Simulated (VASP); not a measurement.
# Pb in VASP: settings compared

The runs below take Pb through relaxation of cell and atoms, single point, with revPBE+D4, BLYP+D3(BJ), pbe exchange, lyp correlation.

All numbers are computed with VASP 6.6.1; they aren't measurements. Logs are shortened: lines on timing, memory, paths and dates and some standing lists are left out, and cuts for length are marked.

**1. The cell of the first run**

Symmetry: Fm-3m, No. 225, cubic system. The conventional cell has a = 4.950 Å, b = 4.950 Å, c = 4.950 Å, α = 90.00°, β = 90.00°, γ = 90.00°. Pb (site symmetry m-3m) has 12 Pb at 3.50 Å within 4.6 Å.

**2. Relaxation of cell and atoms, revPBE+D4**

The input, INCAR:

```
SYSTEM = Pb
PREC = Accurate ; ENCUT = 600
EDIFF = 1E-7 ; ISMEAR = -1
SIGMA = 0.05 ; LREAL = .FALSE.
LASPH = .TRUE. ; NELM = 60
ALGO = Normal ; ISIF = 3
LWAVE = .FALSE. ; LCHARG = .FALSE.
GGA = RE ; IVDW = 13
IBRION = 2 ; NSW = 60
EDIFFG = -0.01
```

The input, KPOINTS:

```
regular mesh
0
G
  9 9 9
  0 0 0
```

The input, POSCAR:

```
Pb
1.0
    0.0000000000      2.4750200000      2.4750200000
    2.4750200000      0.0000000000      2.4750200000
    2.4750200000      2.4750200000      0.0000000000
Pb
1
Direct
    0.0000000000      0.0000000000      0.0000000000
```

Potentials or basis: VASP PAW PBE potentials, release 64 (Pb_d).

On the command line:

```
$ cat potpaw_PBE.64/Pb_d/POTCAR > POTCAR
$ mpirun -np 1 vasp_std > vasp.out
```

OUTCAR:

```text
SYSTEM = Pb
   PREC = Accurate
   ENCUT = 600
   EDIFF = 1E-7
   ISMEAR = -1
   LREAL = .FALSE.
   LASPH = .TRUE.
   NELM = 60
   ISIF = 3
   GGA = RE
   IVDW = 13
   IBRION = 2
   NSW = 60
   EDIFFG = -0.01

 ion  position               nearest neighbor table
   1  0.000  0.000  0.000-

  LATTYP: Found a face centered cubic cell.
 ALAT       =     4.9500400000

  Lattice vectors:

 A1 = (   0.0000000000,   2.4750200000,   2.4750200000)
 A2 = (   2.4750200000,   0.0000000000,   2.4750200000)
 A3 = (   2.4750200000,   2.4750200000,   0.0000000000)

Analysis of symmetry for initial positions (statically):
=====================================================================
 Subroutine PRICEL returns:
 Original cell was already a primitive cell.

 Routine SETGRP: Setting up the symmetry group for a
 face centered cubic supercell.

 Subroutine GETGRP returns: Found 48 space group operations
 (whereof 48 operations were pure point group operations)
 out of a pool of 48 trial point group operations.

The static configuration has the point symmetry O_h .

Analysis of symmetry for dynamics (positions and initial velocities):
=====================================================================
 Subroutine PRICEL returns:
 Original cell was already a primitive cell.

 Routine SETGRP: Setting up the symmetry group for a
 face centered cubic supercell.

 Subroutine GETGRP returns: Found 48 space group operations
 (whereof 48 operations were pure point group operations)
 out of a pool of 48 trial point group operations.

The dynamic configuration has the point symmetry O_h .

 Subroutine INISYM returns: Found 48 space group operations
 (whereof 48 operations are pure point group operations),
 and found     1 'primitive' translations

----------------------------------------------------------------------------------------

                                     Primitive cell

  volume of cell :      30.3226

  direct lattice vectors                    reciprocal lattice vectors
     0.000000000  2.475020000  2.475020000    -0.202018570  0.202018570  0.202018570
     2.475020000  0.000000000  2.475020000     0.202018570 -0.202018570  0.202018570
     2.475020000  2.475020000  0.000000000     0.202018570  0.202018570 -0.202018570

  length of vectors
     3.500206851  3.500206851  3.500206851     0.349906427  0.349906427  0.349906427

  position of ions in fractional coordinates (direct lattice)
     0.000000000  0.000000000  0.000000000

  ion indices of the primitive-cell ions
   primitive index   ion index
                 1           1

----------------------------------------------------------------------------------------

 KPOINTS: regular mesh

Automatic generation of k-mesh.
 Grid dimensions read from file:
 generate k-points for:    9    9    9

 Generating k-lattice:

  Cartesian coordinates                     Fractional coordinates (reciprocal lattice)
    -0.022446508  0.022446508  0.022446508     0.111111111  0.000000000  0.000000000
     0.022446508 -0.022446508  0.022446508     0.000000000  0.111111111  0.000000000
     0.022446508  0.022446508 -0.022446508     0.000000000  0.000000000  0.111111111

  Length of vectors
     0.038878492  0.038878492  0.038878492

  Shift w.r.t. Gamma in fractional coordinates (k-lattice)
     0.000000000  0.000000000  0.000000000

 Subroutine IBZKPT returns following result:
 ===========================================

 Found     35 irreducible k-points:

 Following reciprocal coordinates:
            Coordinates               Weight
  0.000000  0.000000  0.000000      1.000000
  0.111111  0.000000  0.000000      8.000000
  0.222222  0.000000  0.000000      8.000000
  0.333333  0.000000  0.000000      8.000000
  0.444444  0.000000  0.000000      8.000000
  0.111111  0.111111  0.000000      6.000000
[... 16 lines left out ...]
 -0.333333  0.333333  0.000000     12.000000
  0.444444  0.444444  0.000000      6.000000
 [... further k-points ...]
   k-points           NKPTS =     35   k-points in BZ     NKDIM =     35   number of bands    NBANDS=     11
   number of dos      NEDOS =    301   number of ions     NIONS =      1
   total plane-waves  NPLWV =  21952
   dimension x,y,z NGX =    28 NGY =   28 NGZ =   28
   dimension x,y,z NGXF=    56 NGYF=   56 NGZF=   56
   ions per type =               1
   NGX,Y,Z   is equivalent  to a cutoff of  13.30, 13.30, 13.30 a.u.
   NGXF,Y,Z  is equivalent  to a cutoff of  26.60, 26.60, 26.60 a.u.
 SYSTEM =  Pb
   PREC   = accura    normal or accurate (medium, high low for compatibility)
   ISTART =      0    job   : 0-new  1-cont  2-samecut
   ICHARG =      2    charge: 1-file 2-atom 10-const
   ISPIN  =      1    spin polarized calculation?
   LNONCOLLINEAR =      F non collinear calculations
   LSORBIT =      F    spin-orbit coupling
   LASPH  =      T    aspherical Exc in radial PAW
   ENCUT  =  600.0 eV  44.10 Ry    6.64 a.u.   6.99  6.99  6.99*2*pi/ulx,y,z
   NELM   =     60;   NELMIN=  2; NELMDL= -5     # of ELM steps
   EDIFF  = 0.1E-06   stopping-criterion for ELM
   LREAL  =      F    real-space projection
   EDIFFG = -.1E-01   stopping-criterion for IOM
   NSW    =     60    number of steps for IOM
   IBRION =      2    ionic relax: 0-MD 1-quasi-New 2-CG
   NFREE  =      1    steps in history (QN), initial steepest desc. (CG)
   ISIF   =      3    stress and relaxation
   ISYM   =      2    0-nonsym 1-usesym 2-fastsym
   POTIM  = 0.5000    time-step for ionic-motion
   TEBEG  =    0.0;   TEEND  =   0.0 temperature during run
   PSTRESS=    0.0 pullay stress
   NELECT =      14.0000    total number of electrons
   NUPDOWN=      -1.0000    fix difference up-down
   EMIN   =  10.00;   EMAX   =-10.00  energy-range for DOS
   EFERMI =   0.00;   METHOD = LEGACY
   ISMEAR =    -1;   SIGMA  =   0.05  broadening in eV -4-tet -1-fermi 0-gaus
   EFERMI_NEDOS =   21; number of points for ismear=-14 and -15
   IALGO  =     38    algorithm
   IMIX   =      4    mixing-type and parameters
     AMIX     =   0.40;   BMIX     =  1.00
     AMIX_MAG =   1.60;   BMIX_MAG =  1.00
  volume/ion in A,a.u.               =      30.32       204.63
  Fermi-wavevector in a.u.,A,eV,Ry     =   1.265306  2.391081 21.782907  1.600999
  Thomas-Fermi vector in A             =   2.398566
   LORBIT       =      0    0 simple, 1 ext, 2 COOP (PROOUT), +10 PAW based schemes
   GGA     = RE    functional components
   LHFCALC =     F    Hartree Fock is set to
   AEXX    =    0.0000 exact exchange contribution
   IVDW    =    13    specifies the selected vdW correction
   LEPSILON=     F    determine dielectric tensor
   LRPA    =     F    only Hartree local field effects (RPA)
 conjugate gradient relaxation of ions
 non-spin polarized calculation
  energy-cutoff  :      600.00
  volume of cell :       30.32
 maximum number of plane-waves:      1022
   NGX = 13   NGY = 13   NGZ = 13

--------------------------------------- Ionic step        1  -------------------------------------------

 number of electron      13.9999999 magnetization

 Free energy of the ion-electron system (eV)
  ---------------------------------------------------
  ext. energy  EPLUGINS =         0.00000000
  ---------------------------------------------------
  free energy    TOTEN  =        -3.23669990 eV

  energy without entropy =       -3.23359885  energy(sigma->0) =       -3.23514937

------------------------ aborting loop because EDIFF is reached ----------------------------------------

  DFT-D4 for vdW energy calculation

  Edisp (eV):   -0.59731

  FORCE on cell =-STRESS in cart. coord.  units (eV):
  Direction    XX          YY          ZZ          XY          YZ          ZX
  --------------------------------------------------------------------------------------
  -------------------------------------------------------------------------------------
  Total       0.06297     0.06297     0.06297    -0.00000    -0.00000     0.00000
  in kB       3.32719     3.32719     3.32719    -0.00000    -0.00000     0.00000
  external pressure =        3.33 kB  Pullay stress =        0.00 kB

 VOLUME and BASIS-vectors are now :
 -----------------------------------------------------------------------------
  energy-cutoff  :      600.00
  volume of cell :       30.32
      direct lattice vectors                 reciprocal lattice vectors
     0.000000000  2.475020000  2.475020000    -0.202018570  0.202018570  0.202018570
     2.475020000  0.000000000  2.475020000     0.202018570 -0.202018570  0.202018570
     2.475020000  2.475020000  0.000000000     0.202018570  0.202018570 -0.202018570
[... 40 lines left out ...]
 POSITION                                       TOTAL-FORCE (eV/Angst)
 -----------------------------------------------------------------------------------
      2.48254     -0.00000      2.48254        -0.000000      0.000000     -0.000000
 -----------------------------------------------------------------------------------
    total drift:                                0.000000     -0.000000      0.000000

  FREE ENERGIE OF THE ION-ELECTRON SYSTEM (eV)
  ---------------------------------------------------
  free  energy   TOTEN  =        -3.8342056251 eV

  energy  without entropy=       -3.8310485551  energy(sigma->0) =       -3.83262709

--------------------------------------- Ionic step        3  -------------------------------------------

 number of electron      14.0000000 magnetization

 Free energy of the ion-electron system (eV)
  ---------------------------------------------------
  ext. energy  EPLUGINS =         0.00000000
  ---------------------------------------------------
  free energy    TOTEN  =        -3.24097675 eV

  energy without entropy =       -3.23783440  energy(sigma->0) =       -3.23940558

 E-fermi :   7.1590     XC(G=0): -10.0815

 val. band max:        6.9347901786   @ k =  -0.3333   0.3333   0.1111
 cond. band min:       7.1670687234   @ k =  -0.2222   0.3333   0.1111
 fundamental gap:      0.2322785448
 Fermi energy:         7.1590336481

 k-point     1 :       0.0000    0.0000    0.0000
  band No.  band energies     occupation
      1      -9.8239      2.00000
      2      -9.8239      2.00000
      3      -9.8239      2.00000
      4      -9.6881      2.00000
      5      -9.6881      2.00000
      6      -4.4064      2.00000
      7      14.6780      0.00000
      8      14.6780      0.00000
      9      14.6780      0.00000
     10      17.0277      0.00000
     11      18.5187      0.00000

 k-point     2 :       0.1111    0.0000    0.0000
  band No.  band energies     occupation
      1      -9.8244      2.00000
      2      -9.8079      2.00000
      3      -9.8079      2.00000
      4      -9.6882      2.00000
      5      -9.6882      2.00000
      6      -4.1702      2.00000
      7      12.3134      0.00000
      8      14.3969      0.00000
      9      14.3969      0.00000
     10      16.6259      0.00000
     11      19.5165      0.00000
[... 295 lines left out ...]
 k-point    24 :       0.4444    0.4444    0.0000
  band No.  band energies     occupation
      1      -9.9778      2.00000
      2      -9.8882      2.00000
      3      -9.5716      2.00000
      4      -9.5332      2.00000
      5      -9.5332      2.00000
      6       0.1460      2.00000
      7       4.6022      2.00000
      8       9.4473      0.00000
      9       9.4473      0.00000
     10      12.7307      0.00000
     11      13.9433      0.00000

 [... further k-points ...]

------------------------ aborting loop because EDIFF is reached ----------------------------------------

  DFT-D4 for vdW energy calculation

  Edisp (eV):   -0.59325

  FORCE on cell =-STRESS in cart. coord.  units (eV):
  Direction    XX          YY          ZZ          XY          YZ          ZX
  --------------------------------------------------------------------------------------
  -------------------------------------------------------------------------------------
  Total       0.00151     0.00151     0.00151     0.00000     0.00000     0.00000
  in kB       0.07932     0.07932     0.07932     0.00000     0.00000     0.00000
  external pressure =        0.08 kB  Pullay stress =        0.00 kB

 VOLUME and BASIS-vectors are now :
 -----------------------------------------------------------------------------
  energy-cutoff  :      600.00
  volume of cell :       30.53
      direct lattice vectors                 reciprocal lattice vectors
    -0.000000000  2.480772235  2.480772235    -0.201550144  0.201550144  0.201550144
     2.480772235 -0.000000000  2.480772235     0.201550144 -0.201550144  0.201550144
     2.480772235  2.480772235  0.000000000     0.201550144  0.201550144 -0.201550144

 POSITION                                       TOTAL-FORCE (eV/Angst)
 -----------------------------------------------------------------------------------
      0.00000      0.00000      0.00000        -0.000000     -0.000000     -0.000000
 -----------------------------------------------------------------------------------
    total drift:                               -0.000000     -0.000000     -0.000000

  FREE ENERGIE OF THE ION-ELECTRON SYSTEM (eV)
  ---------------------------------------------------
  free  energy   TOTEN  =        -3.8342220922 eV

  energy  without entropy=       -3.8310797410  energy(sigma->0) =       -3.83265092

 reached required accuracy - stopping structural energy minimisation
```

It took 31 s on 1 thread of Intel Xeon Platinum 8259CL at 2.50GHz (Skylake/Cascade Lake), shared host; peak memory 0.16 GiB.

What came out:

```yaml
Free_energy: -3.8342 eV
Relaxed_volume: 30.53 Å³/atom
Relaxed_cell: a = 3.508 Å, b = 3.508 Å, c = 3.508 Å, α = 60.00°, β = 60.00°, γ = 60.00°
Space_group_after_relaxing_to_0.1_Å: Fm-3m (No. 225)
Energy_gained_by_relaxing: 0.2 meV/atom
Ionic_steps: 3
Pressure_after_relaxing: 0.0 GPa
Band_gap_on_the_k_mesh: zero (bands 7 and 8 overlap by 8.91 eV)
Dispersion_energy_per_atom: -0.593 eV
```

The path:
```tsv
step	energy change (eV)	largest force (eV/Å)	pressure (GPa)	volume (Å³)
1	0.0000	0.0000	0.33	30.32
2	-0.0002	0.0000	-0.09	30.60
3	-0.0002	0.0000	0.01	30.53
```

Final structure:
```cif
data_structure
_symmetry_space_group_name_H-M 'P 1'
_symmetry_Int_Tables_number 1
_cell_length_a 3.5083
_cell_length_b 3.5083
_cell_length_c 3.5083
_cell_angle_alpha 60.000
_cell_angle_beta 60.000
_cell_angle_gamma 60.000
_cell_volume 30.53
loop_
_atom_site_label
_atom_site_type_symbol
_atom_site_fract_x
_atom_site_fract_y
_atom_site_fract_z
_atom_site_occupancy
Pb1 Pb 0.00000 0.00000 0.00000 1
```

Caveat: the PAW data sets were made with another functional, which shifts forces and pressure a little; spin-orbit coupling is left out, which moves the levels of the heavy elements.

**3. Relaxation of cell and atoms, BLYP+D3(BJ)**

The input, INCAR:

```
SYSTEM = Pb
PREC = Accurate ; ENCUT = 600
EDIFF = 1E-6 ; ISMEAR = -1
SIGMA = 0.05 ; LREAL = .False.
LASPH = .True. ; NELM = 60
ALGO = Normal ; ISIF = 3
LWAVE = .False. ; LCHARG = .False.
GGA = B5 ; ALDAX = 1.0
AGGAX = 1.0 ; AGGAC = 1.0
ALDAC = 0.0 ; IVDW = 12
VDW_S6 = 1.0 ; VDW_S8 = 2.6996
VDW_A1 = 0.4298 ; VDW_A2 = 4.2359
IBRION = 2 ; NSW = 60
EDIFFG = -0.01
```

The input, KPOINTS:

```
regular mesh
0
Gamma
  9 9 9
  0 0 0
```

POSCAR is that of step 2.

Potentials or basis: VASP PAW PBE potentials, release 64 (Pb_d).

On the command line:

```
$ cat potpaw_PBE.64/Pb_d/POTCAR > POTCAR
$ mpirun -np 1 vasp_std > vasp.out
```

Wall time 49 s (1 thread of Intel Xeon Platinum 8259CL at 2.50GHz (Skylake/Cascade Lake), shared host); peak memory 0.18 GiB.

Results (log left out):

* Free energy: -3.8149 eV
* Relaxed volume: 30.82 Å³/atom
* Relaxed cell: a = 3.519 Å, b = 3.519 Å, c = 3.519 Å, α = 60.00°, β = 60.00°, γ = 60.00°
* Space group after relaxing (to 0.1 Å): Fm-3m (No. 225)
* Energy gained by relaxing: 1.2 meV/atom
* Ionic steps: 3
* Pressure after relaxing: 0.0 GPa
* Band gap on the k mesh: zero (bands 7 and 8 overlap by 8.58 eV)
* Dispersion energy per atom: -0.984 eV

Step by step:
```tsv
step	energy change (eV)	largest force (eV/Å)	pressure (GPa)	volume (Å³)
1	0.0000	0.0000	0.76	30.32
2	-0.0011	0.0000	-0.20	30.96
3	-0.0012	0.0000	0.00	30.82
```

Final structure:
```yaml
crystal:
  lattice:
    - [0.00000, 2.48850, 2.48850]
    - [2.48850, 0.00000, 2.48850]
    - [2.48850, 2.48850, 0.00000]
  atoms:
    - { symbol: Pb, position: [0.00000, 0.00000, 0.00000] }
```

Levels at points of the mesh, in eV from the Fermi level:
```
           k point  band 5  band 6  band 7  band 8  band 9  band 10
(0.00, 0.00, 0.00)  -16.82  -11.56    7.22    7.22    7.22    10.16
```

Caveat: the PAW data sets were made with another functional, which shifts forces and pressure a little; spin-orbit coupling is left out, which moves the levels of the heavy elements.

**4. Single point, pbe exchange, lyp correlation, collinear spin, zero start (the cell strained at random)**

The input, INCAR:

```
SYSTEM = Pb
  PREC = Accurate
  ENCUT = 500
  EDIFF = 1E-6
  ISMEAR = -1
  SIGMA = 0.025
  LREAL = .False.
  LASPH = .True.
  NELM = 200
  ALGO = Normal
  ISIF = 2
  LWAVE = .False.
  LCHARG = .False.
  ISPIN = 2
  MAGMOM = 0
  LORBIT = 11
  NUPDOWN = 0.0
  GGA = LIBXC
  LIBXC1 = GGA_X_PBE
  LIBXC2 = GGA_C_LYP
  NBANDS = 17
  GGA_COMPAT = .False.
```

KPOINTS is that of step 3.

The input, POSCAR:

```
Pb
1.0
    0.0041700000      2.4297830000      2.5223430000
    2.5024310000     -0.0232720000      2.5497850000
    2.4512780000      2.4060710000      0.0278810000
Pb
1
Direct
    0.0000000000      0.0000000000      0.0000000000
```

On the command line:

```
$ cat potpaw_PBE.64/Pb_d/POTCAR > POTCAR
$ mpirun -np 1 vasp_std > vasp.out
```

Wall time 1.9 min (1 thread of Intel Xeon 6975P-C (Granite Rapids), shared host); peak memory 0.36 GiB.

The run converged. Its results:

```
Free energy                                           : -2.8866 eV
Pressure                                              : 6.0 GPa
Net moment                                            : 0.00 μB per cell
Valence electrons inside the program's atomic spheres : Pb 11.98
```

Stress tensor (GPa, compression positive):
```
 6.09  0.62 -0.82
 0.62  6.39  0.04
-0.82  0.04  5.67
```

Caveat: the cell differs from its parent crystal (the cell strained at random); the cell stands under pressure; the PAW data sets were made with another functional, which shifts forces and pressure a little; spin-orbit coupling is left out, which moves the levels of the heavy elements; the total moment is fixed, so each spin has its own Fermi level.

**5. The runs side by side**

| task | level | spin | fixed moment (μB) | cell | cutoff (eV) | smearing | gap on the mesh (eV) | pressure (GPa) | relaxed volume (Å³/atom) |
| --- | --- | --- | --- | --- | --- | --- | --- | --- | --- |
| relaxation of cell and atoms | revPBE+D4 | off | - | relaxed from a = 3.500 Å, angles 60.0°, 1 atom | 600 | fermi-dirac 0.05 eV | none | 0.0 | 30.53 |
| relaxation of cell and atoms | BLYP+D3(BJ) | off | - | relaxed from a = 3.500 Å, angles 60.0°, 1 atom | 600 | fermi-dirac 0.05 eV | none | 0.0 | 30.82 |
| single point | pbe exchange, lyp correlation | collinear, zero start | 0.0 | a = 3.502, b = 3.573, c = 3.435 Å, angles 59.9, 60.5, 59.3°, 1 atom | 500 | fermi-dirac 0.025 eV | - | 6.0 | - |

Alike in all rows: potentials or basis VASP PAW PBE potentials, release 64 (Pb_d); k mesh 9 × 9 × 9.

Caveats: the PAW data sets were made with another functional, which shifts forces and pressure a little; spin-orbit coupling is left out, which moves the levels of the heavy elements; the cell stands under pressure (at least some runs); the total moment is fixed, so each spin has its own Fermi level (at least some runs).

Total energies depend on the potentials used, so only differences within one code and one set of settings carry meaning.

**6. Against experiment**

Step 2. The cell as given is a measured one (30.32 Å³/atom); revPBE+D4 puts the equilibrium volume +0.7 % from it, thermal expansion not counted.

Step 3. The cell as given is a measured one (30.32 Å³/atom); BLYP+D3(BJ) puts the equilibrium volume +1.6 % from it, thermal expansion not counted.
